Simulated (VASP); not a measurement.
# CuI (Pmmn) in VASP: single point with r2SCAN

Aim: the single point of CuI with r2SCAN.

All numbers are computed with VASP 6.6.1; they aren't measurements. Logs are shortened: lines on timing, memory, paths and dates and some standing lists are left out, and cuts for length are marked.

## 1. The cell of the first run

The structure is orthorhombic, space group Pmmn (No. 59). Conventional cell: a = 4.055 Å, b = 4.105 Å, c = 6.346 Å, α = 90.00°, β = 90.00°, γ = 90.00°. Within 3.5 Å of Cu (site symmetry mm2) lie 4 I at 2.64 Å and 4 Cu at 2.89 Å. Within 3.5 Å of I (site symmetry mm2) lie 4 Cu at 2.64 Å.

## 2. Single point, r2SCAN (uniaxial x strain +1.2%)

The input, POSCAR:

```
CuI
1.0
    4.1053934722      0.0000000000      0.0000000000
    0.0000000000      4.0551101069      0.0000000000
    0.0000000000      0.0000000000      6.3456837528
Cu I
2 2
Direct
    0.5000000000      0.5000000000     -0.0021961599
    0.0000000000      0.0000000000      0.0021961599
    0.5000000000      0.0000000000      0.2650469183
    0.0000000000      0.5000000000      0.7349530817
```

The input, INCAR.step1:

```
SYSTEM = CuI
PREC     = Accurate       ! precision mode
ENCUT    = 520            ! plane-wave cutoff, eV
ISMEAR   = 0              ! smearing method
SIGMA    = 0.01           ! smearing width, eV
LREAL    = .False.        ! projectors in reciprocal space
LASPH    = .True.         ! aspherical terms in the spheres
NELM     = 80             ! most SCF steps
NBANDS   = 26             ! bands
GGA      = PE             ! functional
ALGO     = Normal         ! electronic algorithm
EDIFF    = 1E-4           ! SCF threshold, eV
LWAVE    = .True.         ! write WAVECAR
LCHARG   = .False.        ! write CHGCAR
```

The input, INCAR.step2:

```
SYSTEM = CuI
PREC     = Accurate       ! precision mode
ENCUT    = 520            ! plane-wave cutoff, eV
EDIFF    = 1E-7           ! SCF threshold, eV
ISMEAR   = 0              ! smearing method
SIGMA    = 0.01           ! smearing width, eV
LREAL    = .False.        ! projectors in reciprocal space
LASPH    = .True.         ! aspherical terms in the spheres
NELM     = 80             ! most SCF steps
ALGO     = Normal         ! electronic algorithm
ISIF     = 2              ! what is computed and relaxed
LWAVE    = .False.        ! write WAVECAR
LCHARG   = .False.        ! write CHGCAR
METAGGA  = R2SCAN         ! meta-GGA
LMIXTAU  = .True.       
NBANDS   = 26             ! bands
ISTART   = 1
```

The input, KPOINTS:

```
Automatic mesh
0
Gamma
  6 6 4
  0 0 0
```

Potentials or basis: VASP PAW PBE potentials, release 64 (Cu, I).

Run with:

```console
cat potpaw_PBE.64/Cu/POTCAR potpaw_PBE.64/I/POTCAR > POTCAR
cp INCAR.step1 INCAR
mpirun -np 1 vasp_std > vasp.out
cp INCAR.step2 INCAR
mpirun -np 1 vasp_std > vasp.out
```

OUTCAR:

```text
SYSTEM = CuI
   PREC = Accurate
   ENCUT = 520
   EDIFF = 1E-7
   ISMEAR = 0
   LREAL = .False.
   LASPH = .True.
   NELM = 80
   ISIF = 2
   METAGGA = R2SCAN
   ISTART = 1

 ion  position               nearest neighbor table
   1  0.500  0.500  0.998-   3 2.64   3 2.64   4 2.64   4 2.64
   2  0.000  0.000  0.002-   4 2.64   4 2.64   3 2.64   3 2.64
   3  0.500  0.000  0.265-   1 2.64   1 2.64   2 2.64   2 2.64
   4  0.000  0.500  0.735-   2 2.64   2 2.64   1 2.64   1 2.64

  LATTYP: Found a simple orthorhombic cell.
 ALAT       =     4.0551101069
 B/A-ratio  =     1.0124000000
 C/A-ratio  =     1.5648610236

  Lattice vectors:

 A1 = (   0.0000000000,  -4.0551101069,   0.0000000000)
 A2 = (   4.1053934722,   0.0000000000,   0.0000000000)
 A3 = (   0.0000000000,   0.0000000000,   6.3456837528)

Analysis of symmetry for initial positions (statically):
=====================================================================
 Subroutine PRICEL returns:
 Original cell was already a primitive cell.

 Routine SETGRP: Setting up the symmetry group for a
 simple orthorhombic supercell.

 Subroutine GETGRP returns: Found  8 space group operations
 (whereof  4 operations were pure point group operations)
 out of a pool of  8 trial point group operations.

The static configuration has the point symmetry C_2v.
 The point group associated with its full space group is D_2h.

Analysis of symmetry for dynamics (positions and initial velocities):
=====================================================================
 Subroutine PRICEL returns:
 Original cell was already a primitive cell.

 Routine SETGRP: Setting up the symmetry group for a
 simple orthorhombic supercell.

 Subroutine GETGRP returns: Found  8 space group operations
 (whereof  4 operations were pure point group operations)
 out of a pool of  8 trial point group operations.

The dynamic configuration has the point symmetry C_2v.
 The point group associated with its full space group is D_2h.

 Subroutine INISYM returns: Found  8 space group operations
 (whereof  4 operations are pure point group operations),
 and found     1 'primitive' translations

----------------------------------------------------------------------------------------

                                     Primitive cell

  volume of cell :     105.6418

  direct lattice vectors                    reciprocal lattice vectors
     4.105393472  0.000000000  0.000000000     0.243582012  0.000000000  0.000000000
     0.000000000  4.055110107  0.000000000     0.000000000  0.246602428  0.000000000
     0.000000000  0.000000000  6.345683753     0.000000000  0.000000000  0.157587431

  length of vectors
     4.105393472  4.055110107  6.345683753     0.243582012  0.246602428  0.157587431

  position of ions in fractional coordinates (direct lattice)
     0.500000000  0.500000000  0.997803840
     0.000000000  0.000000000  0.002196160
     0.500000000  0.000000000  0.265046918
     0.000000000  0.500000000  0.734953082

  ion indices of the primitive-cell ions
   primitive index   ion index
                 1           1
                 2           2
                 3           3
                 4           4

----------------------------------------------------------------------------------------

 KPOINTS: Automatic mesh

Automatic generation of k-mesh.
 Grid dimensions read from file:
 generate k-points for:    6    6    4

 Generating k-lattice:

  Cartesian coordinates                     Fractional coordinates (reciprocal lattice)
     0.040597002  0.000000000  0.000000000     0.166666667  0.000000000  0.000000000
     0.000000000  0.041100405  0.000000000     0.000000000  0.166666667  0.000000000
     0.000000000  0.000000000  0.039396858     0.000000000  0.000000000  0.250000000

  Length of vectors
     0.040597002  0.041100405  0.039396858

  Shift w.r.t. Gamma in fractional coordinates (k-lattice)
     0.000000000  0.000000000  0.000000000

 Subroutine IBZKPT returns following result:
 ===========================================

 Found     48 irreducible k-points:

 Following reciprocal coordinates:
            Coordinates               Weight
  0.000000  0.000000  0.000000      1.000000
  0.166667  0.000000  0.000000      2.000000
  0.333333  0.000000  0.000000      2.000000
  0.500000  0.000000  0.000000      1.000000
  0.000000  0.166667  0.000000      2.000000
  0.166667  0.166667  0.000000      4.000000
[... 16 lines left out ...]
  0.333333  0.166667  0.250000      8.000000
  0.500000  0.166667  0.250000      4.000000
 [... further k-points ...]
   k-points           NKPTS =     48   k-points in BZ     NKDIM =     48   number of bands    NBANDS=     26
   number of dos      NEDOS =    301   number of ions     NIONS =      4
   total plane-waves  NPLWV =  46080
   dimension x,y,z NGX =    32 NGY =   30 NGZ =   48
   dimension x,y,z NGXF=    64 NGYF=   60 NGZF=   96
   ions per type =               2   2
   NGX,Y,Z   is equivalent  to a cutoff of  12.96, 12.30, 12.58 a.u.
   NGXF,Y,Z  is equivalent  to a cutoff of  25.92, 24.60, 25.15 a.u.
 SYSTEM =  CuI
   PREC   = accura    normal or accurate (medium, high low for compatibility)
   ISTART =      1    job   : 0-new  1-cont  2-samecut
   ICHARG =      0    charge: 1-file 2-atom 10-const
   ISPIN  =      1    spin polarized calculation?
   LNONCOLLINEAR =      F non collinear calculations
   LSORBIT =      F    spin-orbit coupling
   LASPH  =      T    aspherical Exc in radial PAW
   ENCUT  =  520.0 eV  38.22 Ry    6.18 a.u.   7.63  7.54 11.80*2*pi/ulx,y,z
   NELM   =     80;   NELMIN=  2; NELMDL=  0     # of ELM steps
   EDIFF  = 0.1E-06   stopping-criterion for ELM
   LREAL  =      F    real-space projection
   EDIFFG = 0.1E-05   stopping-criterion for IOM
   NSW    =      0    number of steps for IOM
   IBRION =     -1    ionic relax: 0-MD 1-quasi-New 2-CG
   NFREE  =      0    steps in history (QN), initial steepest desc. (CG)
   ISIF   =      2    stress and relaxation
   ISYM   =      2    0-nonsym 1-usesym 2-fastsym
   POTIM  = 0.5000    time-step for ionic-motion
   TEBEG  =    0.0;   TEEND  =   0.0 temperature during run
   PSTRESS=    0.0 pullay stress
   NELECT =      36.0000    total number of electrons
   NUPDOWN=      -1.0000    fix difference up-down
   EMIN   =  10.00;   EMAX   =-10.00  energy-range for DOS
   EFERMI =   0.00;   METHOD = LEGACY
   ISMEAR =     0;   SIGMA  =   0.01  broadening in eV -4-tet -1-fermi 0-gaus
   EFERMI_NEDOS =   21; number of points for ismear=-14 and -15
   IALGO  =     38    algorithm
   IMIX   =      4    mixing-type and parameters
     AMIX     =   0.40;   BMIX     =  1.00
     AMIX_MAG =   1.60;   BMIX_MAG =  1.00
  volume/ion in A,a.u.               =      26.41       178.23
  Fermi-wavevector in a.u.,A,eV,Ry     =   1.143485  2.160873 17.790398  1.307557
  Thomas-Fermi vector in A             =   2.280180
   LORBIT       =      0    0 simple, 1 ext, 2 COOP (PROOUT), +10 PAW based schemes
   METAGGA = R2SCAN    functional components
   LHFCALC =     F    Hartree Fock is set to
   AEXX    =    0.0000 exact exchange contribution
   IVDW    =     0    specifies the selected vdW correction
   LEPSILON=     F    determine dielectric tensor
   LRPA    =     F    only Hartree local field effects (RPA)
 non-spin polarized calculation
 Gauss-broadening in eV      SIGMA  =   0.01
  energy-cutoff  :      520.00
  volume of cell :      105.64
 maximum number of plane-waves:      2872
 NGX is ok and might be reduce to    32
   NGX = 15   NGY = 15   NGZ = 23

 number of electron      35.9999989 magnetization

 Free energy of the ion-electron system (eV)
  ---------------------------------------------------
  ext. energy  EPLUGINS =         0.00000000
  ---------------------------------------------------
  free energy    TOTEN  =       -71.54764457 eV

  energy without entropy =      -71.54764457  energy(sigma->0) =      -71.54764457

 E-fermi :   4.6812     XC(G=0):  -9.6842

 val. band max:        4.6301531845   @ k =   0.0000   0.0000   0.0000
 cond. band min:       6.6835764473   @ k =   0.0000   0.0000   0.0000
 fundamental gap:      2.0534232628
 Fermi energy:         4.6812219205

 k-point     1 :       0.0000    0.0000    0.0000
  band No.  band energies     occupation
      1      -9.8916      2.00000
      2      -9.0850      2.00000
      3      -1.4509      2.00000
      4       0.7258      2.00000
      5       0.8371      2.00000
      6       0.9013      2.00000
[... 18 lines left out ...]
     25      13.7370      0.00000
     26      13.8760      0.00000

 k-point     2 :       0.1667    0.0000    0.0000
  band No.  band energies     occupation
      1      -9.7829      2.00000
      2      -9.0677      2.00000
      3      -1.2610      2.00000
      4       0.4879      2.00000
      5       0.5129      2.00000
      6       0.7701      2.00000
[... 18 lines left out ...]
     25      13.5393      0.00000
     26      13.8327      0.00000

 k-point     3 :       0.3333    0.0000    0.0000
  band No.  band energies     occupation
      1      -9.5107      2.00000
      2      -9.0762      2.00000
      3      -0.7899      2.00000
      4      -0.3707      2.00000
      5      -0.1074      2.00000
      6       0.6360      2.00000
[... 18 lines left out ...]
     25      12.0794      0.00000
     26      12.4454      0.00000

 k-point     4 :       0.5000    0.0000    0.0000
  band No.  band energies     occupation
      1      -9.2245      2.00000
      2      -9.2245      2.00000
      3      -0.7142      2.00000
      4      -0.7142      2.00000
      5       0.1418      2.00000
      6       0.1418      2.00000
[... 18 lines left out ...]
     25      11.7008      0.00000
     26      11.7008      0.00000
[... 496 lines left out ...]
      1      -9.5954      2.00000
      2      -9.1329      2.00000
      3      -0.9439      2.00000
      4       0.0800      2.00000
      5       0.4249      2.00000
      6       0.6768      2.00000
[... 18 lines left out ...]
     25      11.3293      0.00000
     26      12.5701      0.00000

 k-point    23 :       0.3333    0.1667    0.2500
  band No.  band energies     occupation
      1      -9.3636      2.00000
      2      -9.0822      2.00000
      3      -0.9018      2.00000
      4      -0.5004      2.00000
      5       0.1133      2.00000
      6       0.7072      2.00000
[... 18 lines left out ...]
     25      12.3112      0.00000
     26      12.8050      0.00000

 k-point    24 :       0.5000    0.1667    0.2500
  band No.  band energies     occupation
      1      -9.1482      2.00000
      2      -9.1482      2.00000
      3      -0.9591      2.00000
      4      -0.9591      2.00000
      5       0.4788      2.00000
      6       0.4788      2.00000
[... 18 lines left out ...]
     25      12.3006      0.00000
     26      12.3006      0.00000

 [... further k-points ...]

------------------------ aborting loop because EDIFF is reached ----------------------------------------

  FORCE on cell =-STRESS in cart. coord.  units (eV):
  Direction    XX          YY          ZZ          XY          YZ          ZX
  --------------------------------------------------------------------------------------
  -------------------------------------------------------------------------------------
  Total        0.2112299      0.6746184      0.5615319      0.0000000      0.0000000      0.0000000
  in kB        3.2035395     10.2313492      8.5162640      0.0000000      0.0000000      0.0000000
  external PRESSURE =       7.3170509 kB  Pullay stress =       0.0000000 kB

 VOLUME and BASIS-vectors are now :
 -----------------------------------------------------------------------------
  energy-cutoff  :      520.00
  volume of cell :      105.64
      direct lattice vectors                 reciprocal lattice vectors
     4.105393472  0.000000000  0.000000000     0.243582012  0.000000000  0.000000000
     0.000000000  4.055110107  0.000000000     0.000000000  0.246602428  0.000000000
     0.000000000  0.000000000  6.345683753     0.000000000  0.000000000  0.157587431

 POSITION                                       TOTAL-FORCE (eV/Angst)
 -----------------------------------------------------------------------------------
      2.05270      2.02756      6.33175         0.000000      0.000000      0.004603
      0.00000      0.00000      0.01394         0.000000      0.000000     -0.004603
      2.05270      0.00000      1.68190         0.000000      0.000000     -0.007206
      0.00000      2.02756      4.66378         0.000000      0.000000      0.007206
 -----------------------------------------------------------------------------------
    total drift:                                0.000000     -0.000000      0.000000

  FREE ENERGIE OF THE ION-ELECTRON SYSTEM (eV)
  ---------------------------------------------------
  free  energy   TOTEN  =       -71.5476445717 eV

  energy  without entropy=      -71.5476445717  energy(sigma->0) =      -71.54764457
```

Run time: 5.2 min. Hardware: 1 thread of Intel Xeon Platinum 8488C (Sapphire Rapids), shared host; peak memory 0.29 GiB.

Results:

| Quantity | Value |
| --- | --- |
| Free energy | -71.5476 eV |
| Pressure | 0.7 GPa |
| Largest force | 0.007 eV/Å |
| Band gap on the k mesh | 2.05 eV, direct |

Forces on the atoms (eV/Å):
```
Cu   0.000  0.000  0.005
Cu   0.000  0.000 -0.005
I    0.000  0.000 -0.007
I    0.000  0.000  0.007
```

Stress tensor (GPa, compression positive):
```
0.32 0.00 0.00
0.00 1.02 0.00
0.00 0.00 0.85
```

Caveat: the cell differs from its parent crystal (uniaxial x strain +1.2%); the PAW data sets were made with another functional, which shifts forces and pressure a little; spin-orbit coupling is left out, which moves the levels of the heavy elements.
